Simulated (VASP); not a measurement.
Wanted: the native input for a VASP 6.6.1 run.

| Quantity | Value |
| --- | --- |
| Task | electric field gradients |
| Functional | LDA |
| Potentials or basis | VASP PAW LDA potentials, release 64 (Ga_d, As) |
| Cutoff | 520 eV |
| k mesh | 11 × 11 × 11 |
| Occupations | fermi-dirac, width 0.05 eV |
| Spin | no spin polarisation |
| Dipole correction | no |
| Further INCAR settings | ALGO = Normal; EDIFF = 1e-08; NBANDS = 16 |

The structure of GaAs lies in POSCAR:

```
GaAs
1.0
    0.0000000000      2.7886446409      2.7886446409
    2.7886446409      0.0000000000      2.7886446409
    2.7886446409      2.7886446409      0.0000000000
Ga As
1 1
Direct
    0.0000000000      0.0000000000      0.0000000000
    0.7500000000      0.7500000000      0.7500000000
```

These files were run (other wordings do the same):

INCAR

```
ALGO     = Normal         # electronic algorithm
EDIFF    = 1E-8           # SCF threshold, eV
ENCUT    = 520            # plane-wave cutoff, eV
GGA      = CA             # functional
ISIF     = 2              # what is computed and relaxed
ISMEAR   = -1             # smearing method
LASPH    = True           # aspherical terms in the spheres
LCHARG   = False          # write CHGCAR
LEFG     = True         
LREAL    = False          # projectors in reciprocal space
LWAVE    = False          # write WAVECAR
NBANDS   = 16             # bands
NELM     = 60             # most SCF steps
PREC     = Accurate       # precision mode
SIGMA    = 0.05           # smearing width, eV
```

KPOINTS

```
k-points
0
Gamma
  11 11 11
```

Potentials or basis: VASP PAW LDA potentials, release 64 (Ga_d, As).

Run with:

```bash
$ cat potpaw_LDA.64/Ga_d/POTCAR potpaw_LDA.64/As/POTCAR > POTCAR
$ mpirun -np 1 vasp_std > vasp.out
```

Results of the run:

```yaml
Pressure: 1.4 GPa
Band_gap_on_the_k_mesh: 0.64 eV
Largest_electric_field_gradient_by_atom: under 0.05 V/Å² on every atom
```

Caveat: semilocal functionals underestimate gaps, and a narrow one can read as zero; an odd mesh through Γ misses points on the zone boundary, where band edges can lie.

Wall time 67 s on 1 thread of Intel Xeon 8259CL, on a shared host, peak memory 0.17 GiB.
